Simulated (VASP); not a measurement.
BAs (lda): single point with LDA

The system is BAs (lda).

```
B As
1.0
     0.00000    2.28360    2.28360
     2.28360    0.00000    2.28360
     2.28360    2.28360    0.00000
B As
1 1
Direct
  0.00000 0.00000 0.00000
  0.25000 0.25000 0.25000
```

```
Program             : VASP 6.6.1
Task                : single point
Functional          : LDA
Potentials or basis : VASP PAW LDA potentials, release 64 (B, As)
Cutoff              : 500 eV
k mesh              : 10 × 10 × 10
Occupations         : gaussian, width 0.02 eV
Spin                : no spin polarisation
```

```
Pressure               : 20.9 GPa
Band gap on the k mesh : 1.00 eV, indirect (least direct gap 3.44 eV)
```

Levels at points of the mesh, in eV from the valence-band top:
| k point | band 1 | band 2 | band 3 | band 4 | band 5 | band 6 | band 7 | band 8 |
| --- | --- | --- | --- | --- | --- | --- | --- | --- |
| (0.00, 0.00, 0.00) | -16.67 | 0.00 | 0.00 | 0.00 | 3.44 | 3.44 | 3.44 | 6.47 |
| (0.50, 0.00, 0.00) | -13.30 | -9.81 | -2.06 | -2.06 | 3.54 | 4.91 | 4.91 | 8.93 |
| (0.50, 0.50, 0.00) | -11.80 | -9.22 | -4.67 | -4.67 | 1.22 | 1.24 | 12.57 | 12.57 |

It took 6.2 s on 1 thread of Intel(R) Xeon(R) Platinum 8488C (Sapphire Rapids), on a shared host, peak memory 0.13 GiB.

A k mesh can miss the band edges. LDA gaps usually lie below the measured ones, often by a third to a half.
